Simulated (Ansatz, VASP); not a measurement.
# One calculation of BaZrO3, two programs

The input INCAR:

```
SYSTEM = BaZrO3
PREC = Accurate
ENCUT = 520
EDIFF = 1E-6
ISMEAR = 0
SIGMA = 0.05
LREAL = .False.
LASPH = .True.
NELM = 80
ALGO = Normal
ISIF = 2
LWAVE = .False.
LCHARG = .False.
GGA = PE
NBANDS = 28
```

The input KPOINTS:

```
Automatic mesh
0
Gamma
  6 6 6
  0 0 0
```

The input POSCAR:

```
BaZrO3
1.0
    4.4951125000      0.0000000000      0.0000000000
    0.0000000000      4.4951125000      0.0000000000
    0.0000000000      0.0000000000      4.1815000000
Ba Zr O
1 1 3
Direct
    0.5000000000      0.5000000000      0.5000000000
    0.0000000000      0.0000000000      0.0000000000
    0.5000000000      0.0000000000      0.0000000000
    0.0000000000      0.5000000000      0.0000000000
    0.0000000000      0.0000000000      0.5000000000
```

Input for Ansatz:

```yaml
crystal:
  lattice:
    - [4.4951125, 0.0, 0.0]
    - [0.0, 4.4951125, 0.0]
    - [0.0, 0.0, 4.1815]
  atoms:
    - { symbol: Ba, position: [0.5, 0.5, 0.5] }
    - { symbol: Zr, position: [0.0, 0.0, 0.0] }
    - { symbol: O, position: [0.5, 0.0, 0.0] }
    - { symbol: O, position: [0.0, 0.5, 0.0] }
    - { symbol: O, position: [0.0, 0.0, 0.5] }
basis:
  ecutwfc: 420
kpoints:
  mp_grid: { grid: [6, 6, 6] }
hamiltonian:
  xc: pbe
scf:
  occupations: { method: gaussian, width: 0.05 }
output:
  forces: true
  stress: true
  eigenvalues: true
  write_density: true
  write_potential: true
  elf: true
  volumetric_format: npy
```

Change from the starting cell: strain +0.0750 x Voigt [1, 1, 0, 0, 0, 0], atoms carried along.

Alike in both runs: task single point; functional PBE; k mesh 6 × 6 × 6; occupations gaussian, width 0.05 eV; no spin polarisation.

```csv
,VASP,Ansatz
version,VASP 6.6.1,Ansatz 0.2.0
potentials or method,"VASP PAW PBE potentials, release 64 (Ba_sv, Zr_sv, O), cutoff 520 eV","scalar-relativistic, plane waves, PAW"
valence electrons in the cell,40,40
```

|  | VASP | Ansatz | Ansatz less VASP |
| --- | --- | --- | --- |
| gap on the k mesh at the Fermi level (eV) | 2.67 | 2.71 | +0.035 |
| least direct gap on the mesh (eV) | 2.97 | 2.99 | +0.022 |
| pressure (GPa) | -11.5 | -12.1 | -0.59 |
| traceless stress, the component that is largest in VASP (GPa) | 7.18 | 7.05 | -0.134 |

Neither program's run includes spin-orbit coupling.
